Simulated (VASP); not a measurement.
# MgS5 (P-6m2) in VASP: notebook

The runs below take MgS5 through single point, relaxation of cell and atoms, with PBE.

All numbers are computed with VASP 6.6.1; they aren't measurements. Logs are shortened: lines on timing, memory, paths and dates and some standing lists are left out, and cuts for length are marked.

## 1. The cell of the first run

The structure is hexagonal, space group P-6m2 (No. 187). Conventional cell: a = 3.215 Å, b = 3.215 Å, c = 13.956 Å, α = 90.00°, β = 90.00°, γ = 120.00°. Mg (site symmetry -6m2) has 6 S at 2.58 Å and 6 Mg at 3.22 Å within 3.4 Å. Within 3.4 Å of S (site symmetry 3m) lie 3 Mg at 2.58 Å and 6 S at 3.22 Å. S (site symmetry 3m) has 3 S at 2.46 Å within 3.2 Å. Within 3.2 Å of S (site symmetry -6m2) lie 6 S at 2.46 Å.

## 2. Single point, PBE

Contents of INCAR:

```
SYSTEM = MgS5
  PREC = Accurate
  ENCUT = 520
  EDIFF = 1E-6
  ISMEAR = 0
  SIGMA = 0.1
  LREAL = .False.
  LASPH = .True.
  NELM = 100
  ALGO = Normal
  ISIF = 2
  LWAVE = .False.
  LCHARG = .False.
  GGA = PE
  NBANDS = 25
```

Contents of KPOINTS:

```
Automatic mesh
0
Gamma
  12 12 4
  0 0 0
```

Contents of POSCAR:

```
MgS5
1.0
    3.2150129658      0.0000000000      0.0000000000
   -1.6075064829      2.7842829019      0.0000000000
    0.0000000000      0.0000000000     13.9558206052
Mg S
1 5
Direct
    0.0000000000      0.0000000000      0.0000000000
    0.6666666667      0.3333333333      0.8710875625
    0.0000000000      0.0000000000      0.6155641749
    0.6666666667      0.3333333333      0.5000000000
    0.0000000000      0.0000000000      0.3844358251
    0.6666666667      0.3333333333      0.1289124375
```

Potentials or basis: VASP PAW PBE potentials, release 64 (Mg, S).

Started as:

```
$ cat potpaw_PBE.64/Mg/POTCAR potpaw_PBE.64/S/POTCAR > POTCAR
$ mpirun -np 1 vasp_std > vasp.out
```

OUTCAR:

```text
SYSTEM = MgS5
   PREC = Accurate
   ENCUT = 520
   EDIFF = 1E-6
   ISMEAR = 0
   LREAL = .False.
   LASPH = .True.
   NELM = 100
   ISIF = 2
   GGA = PE

 ion  position               nearest neighbor table
   1  0.000  0.000  0.000-   2 2.58   6 2.58   2 2.58   6 2.58   2 2.58   6 2.58
   2  0.667  0.333  0.871-   1 2.58   1 2.58   1 2.58
   3  0.000  0.000  0.616-   4 2.46   4 2.46   4 2.46
   4  0.667  0.333  0.500-   3 2.46   5 2.46   3 2.46   5 2.46   3 2.46   5 2.46
   5  0.000  0.000  0.384-   4 2.46   4 2.46   4 2.46
   6  0.667  0.333  0.129-   1 2.58   1 2.58   1 2.58

  LATTYP: Found a hexagonal cell.
 ALAT       =     3.2150129658
 C/A-ratio  =     4.3408287163

  Lattice vectors:

 A1 = (   3.2150129658,   0.0000000000,   0.0000000000)
 A2 = (  -1.6075064829,   2.7842829019,   0.0000000000)
 A3 = (   0.0000000000,   0.0000000000,  13.9558206052)

Analysis of symmetry for initial positions (statically):
=====================================================================
 Subroutine PRICEL returns:
 Original cell was already a primitive cell.

 Routine SETGRP: Setting up the symmetry group for a
 hexagonal supercell.

 Subroutine GETGRP returns: Found 12 space group operations
 (whereof 12 operations were pure point group operations)
 out of a pool of 24 trial point group operations.

The static configuration has the point symmetry D_3h.

Analysis of symmetry for dynamics (positions and initial velocities):
=====================================================================
 Subroutine PRICEL returns:
 Original cell was already a primitive cell.

 Routine SETGRP: Setting up the symmetry group for a
 hexagonal supercell.

 Subroutine GETGRP returns: Found 12 space group operations
 (whereof 12 operations were pure point group operations)
 out of a pool of 24 trial point group operations.

The dynamic configuration has the point symmetry D_3h.

 Subroutine INISYM returns: Found 12 space group operations
 (whereof 12 operations are pure point group operations),
 and found     1 'primitive' translations

----------------------------------------------------------------------------------------

                                     Primitive cell

  volume of cell :     124.9256

  direct lattice vectors                    reciprocal lattice vectors
     3.215012966  0.000000000  0.000000000     0.311040736  0.179579453  0.000000000
    -1.607506483  2.784282902  0.000000000     0.000000000  0.359158906  0.000000000
[... 98 lines left out ...]
   NFREE  =      0    steps in history (QN), initial steepest desc. (CG)
   ISIF   =      2    stress and relaxation
   ISYM   =      2    0-nonsym 1-usesym 2-fastsym
   POTIM  = 0.5000    time-step for ionic-motion
   TEBEG  =    0.0;   TEEND  =   0.0 temperature during run
   PSTRESS=    0.0 pullay stress
   NELECT =      32.0000    total number of electrons
   NUPDOWN=      -1.0000    fix difference up-down
   EMIN   =  10.00;   EMAX   =-10.00  energy-range for DOS
   EFERMI =   0.00;   METHOD = LEGACY
   ISMEAR =     0;   SIGMA  =   0.10  broadening in eV -4-tet -1-fermi 0-gaus
   EFERMI_NEDOS =   21; number of points for ismear=-14 and -15
   IALGO  =     38    algorithm
   IMIX   =      4    mixing-type and parameters
     AMIX     =   0.40;   BMIX     =  1.00
     AMIX_MAG =   1.60;   BMIX_MAG =  1.00
  volume/ion in A,a.u.               =      20.82       140.51
  Fermi-wavevector in a.u.,A,eV,Ry     =   1.039699  1.964746 14.707547  1.080974
  Thomas-Fermi vector in A             =   2.174241
   LORBIT       =      0    0 simple, 1 ext, 2 COOP (PROOUT), +10 PAW based schemes
   GGA     = PE    functional components
   LHFCALC =     F    Hartree Fock is set to
   AEXX    =    0.0000 exact exchange contribution
   IVDW    =     0    specifies the selected vdW correction
   LEPSILON=     F    determine dielectric tensor
   LRPA    =     F    only Hartree local field effects (RPA)
 non-spin polarized calculation
 Gauss-broadening in eV      SIGMA  =   0.10
  energy-cutoff  :      520.00
  volume of cell :      124.93
 maximum number of plane-waves:      3408
 NGX is ok and might be reduce to    24
   NGX = 11   NGY = 11   NGZ = 51

 number of electron      32.0000007 magnetization

 Free energy of the ion-electron system (eV)
  ---------------------------------------------------
  ext. energy  EPLUGINS =         0.00000000
  ---------------------------------------------------
  free energy    TOTEN  =       -20.10600963 eV

  energy without entropy =      -20.09025427  energy(sigma->0) =      -20.09813195

 E-fermi :   3.5901     XC(G=0):  -9.2422

 val. band max:        3.5748618256   @ k =   0.0833   0.0833   0.0000
 cond. band min:       3.5998078412   @ k =   0.1667   0.1667   0.0000
 fundamental gap:      0.0249460156
 Fermi energy:         3.5901283794

 k-point     1 :       0.0000    0.0000    0.0000
  band No.  band energies     occupation
      1     -13.8991      2.00000
      2     -10.4449      2.00000
      3      -9.4059      2.00000
      4      -8.9029      2.00000
      5      -6.7324      2.00000
      6      -0.8627      2.00000
[... 661 lines left out ...]
     24      10.9487      0.00000
     25      11.4045      0.00000

 [... further k-points ...]

------------------------ aborting loop because EDIFF is reached ----------------------------------------

  FORCE on cell =-STRESS in cart. coord.  units (eV):
  Direction    XX          YY          ZZ          XY          YZ          ZX
  --------------------------------------------------------------------------------------
  -------------------------------------------------------------------------------------
  Total       -0.1383381     -0.1383381     -0.1627064      0.0000000      0.0000000      0.0000000
  in kB       -1.7741930     -1.7741930     -2.0867174      0.0000000      0.0000000      0.0000000
  external PRESSURE =      -1.8783678 kB  Pullay stress =       0.0000000 kB

 VOLUME and BASIS-vectors are now :
 -----------------------------------------------------------------------------
  energy-cutoff  :      520.00
  volume of cell :      124.93
      direct lattice vectors                 reciprocal lattice vectors
     3.215012966  0.000000000  0.000000000     0.311040736  0.179579453  0.000000000
    -1.607506483  2.784282902  0.000000000     0.000000000  0.359158906  0.000000000
     0.000000000  0.000000000 13.955820605     0.000000000  0.000000000  0.071654690

 POSITION                                       TOTAL-FORCE (eV/Angst)
 -----------------------------------------------------------------------------------
      0.00000      0.00000      0.00000        -0.000000      0.000000      0.000000
      1.60751      0.92809     12.15674         0.000000     -0.000000      0.021121
      0.00000      0.00000      8.59070         0.000000      0.000000     -0.017102
      1.60751      0.92809      6.97791        -0.000000      0.000000      0.000000
      0.00000      0.00000      5.36512         0.000000      0.000000      0.017102
      1.60751      0.92809      1.79908         0.000000     -0.000000     -0.021121
 -----------------------------------------------------------------------------------
    total drift:                               -0.000000      0.000000      0.000000

  FREE ENERGIE OF THE ION-ELECTRON SYSTEM (eV)
  ---------------------------------------------------
  free  energy   TOTEN  =       -20.1060096335 eV

  energy  without entropy=      -20.0902542655  energy(sigma->0) =      -20.09813195
```

OSZICAR:

```text
N       E                     dE             d eps       ncg     rms          rms(c)
DAV:   1     0.160564862667E+03    0.16056E+03   -0.13438E+04  2850   0.109E+03
DAV:   2    -0.861085621558E+01   -0.16918E+03   -0.16099E+03  3824   0.190E+02
DAV:   3    -0.213653844948E+02   -0.12755E+02   -0.12525E+02  3547   0.555E+01
DAV:   4    -0.215781656297E+02   -0.21278E+00   -0.21240E+00  3699   0.855E+00
DAV:   5    -0.215831720556E+02   -0.50064E-02   -0.50049E-02  3719   0.129E+00    0.165E+01
DAV:   6    -0.243955827447E+02   -0.28124E+01   -0.18121E+01  4262   0.124E+01    0.199E+01
DAV:   7    -0.201569822034E+02    0.42386E+01   -0.99049E+00  3897   0.760E+00    0.124E+01
DAV:   8    -0.201961524375E+02   -0.39170E-01   -0.84803E-01  3650   0.419E+00    0.280E+00
DAV:   9    -0.201079203667E+02    0.88232E-01   -0.11749E-01  3777   0.199E+00    0.991E-01
DAV:  10    -0.201075833817E+02    0.33699E-03   -0.15339E-02  3778   0.550E-01    0.415E-01
DAV:  11    -0.201066522754E+02    0.93111E-03   -0.11860E-03  3880   0.192E-01    0.283E-01
DAV:  12    -0.201060015990E+02    0.65068E-03   -0.10754E-03  4002   0.185E-01    0.787E-02
DAV:  13    -0.201060138199E+02   -0.12221E-04   -0.25682E-04  3691   0.756E-02    0.876E-02
DAV:  14    -0.201060114160E+02    0.24038E-05   -0.67288E-06  3819   0.136E-02    0.642E-02
DAV:  15    -0.201060097161E+02    0.16999E-05   -0.59650E-06  3832   0.120E-02    0.125E-02
DAV:  16    -0.201060096335E+02    0.82641E-07   -0.63644E-07  2551   0.464E-03
   1 F= -.20106010E+02 E0= -.20098132E+02  d E =-.157554E-01
```

It took 1.8 min on 1 thread of Intel Xeon Platinum 8375C at 2.90GHz (Ice Lake), shared host; peak memory 0.32 GiB.

Results:

```
Free energy            : -20.1060 eV
Pressure               : -0.2 GPa
Largest force          : 0.021 eV/Å
Band gap on the k mesh : zero (band 16 reaches 4.76 eV, above the bottom of band 17 at 3.01 eV)
```

Forces in eV/Å, atoms in the order of the input:
```
Mg   0.000  0.000  0.000
S    0.000  0.000  0.021
S    0.000  0.000 -0.017
S    0.000  0.000  0.000
S    0.000  0.000  0.017
S    0.000  0.000 -0.021
```

(Continued in part 2 of 2.)
